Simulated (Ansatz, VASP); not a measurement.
One calculation of Rh, two programs

The input INCAR:

```
SYSTEM = Rh
  ALGO = Fast
  EDIFF = 1E-7
  ENCUT = 520
  GGA = PS
  ISIF = 2
  ISMEAR = 0
  LASPH = .True.
  LCHARG = .False.
  LREAL = .False.
  LWAVE = .False.
  NBANDS = 22
  NELM = 100
  PREC = Accurate
  SIGMA = 0.15
```

The input KPOINTS:

```
k-points
0
Gamma
  21 21 12
  0 0 0
```

Contents of POSCAR:

```
Rh
1.0
    2.7185262504      0.0000000000      0.0000000000
   -1.3592631252      2.3543127937      0.0000000000
    0.0000000000      0.0000000000      4.7435564544
Rh
2
Direct
    0.6666666667      0.3333333333      0.7500000000
    0.3333333333      0.6666666667      0.2500000000
```

Input for Ansatz:

```yaml
crystal:
  lattice:
    - [2.7185262504, 0.0, 0.0]
    - [-1.3592631252, 2.3543127937, 0.0]
    - [0.0, 0.0, 4.7435564544]
  atoms:
    - { symbol: Rh, position: [0.6666666667, 0.3333333333, 0.75] }
    - { symbol: Rh, position: [0.3333333333, 0.6666666667, 0.25] }
basis:
  ecutwfc: 420
kpoints:
  mp_grid: { grid: [21, 21, 12] }
hamiltonian:
  xc: pbesol
  pseudopotentials: { kind: paw, azcp: { folder: soft_1 } }
scf:
  occupations: { method: gaussian, width: 0.15 }
output:
  forces: true
  stress: true
  eigenvalues: true
```

Alike in both runs: task single point; functional PBEsol; k mesh 21 × 21 × 12; occupations gaussian, width 0.15 eV; no spin polarisation.

|  | VASP | Ansatz |
| --- | --- | --- |
| version | VASP 6.6.1 | Ansatz 0.2.0 |
| potentials or method | VASP PAW PBE potentials, release 64 (Rh_pv), cutoff 520 eV | scalar-relativistic, plane waves, PAW |
| valence electrons in the cell | 30 | 34 |

|  | VASP | Ansatz | Ansatz less VASP |
| --- | --- | --- | --- |
| gap on the k mesh at the Fermi level (eV) | none | none | - |
| pressure (GPa) | -23.5 | -23.5 | +0.04 |
| traceless stress, the component that is largest in VASP (GPa) | -9.44 | -9.45 | -0.012 |

VASP's potentials were made for PBE, not for PBEsol, and Ansatz warns of the same on its side. A gap of «none» marks a metal or a gap that the smearing closes. With one functional, cell and mesh, what is left measures potentials, basis and numerics. VASP's potentials hold 30 valence electrons a cell and Ansatz's 34, so a difference there can come from the potentials and not from the codes.
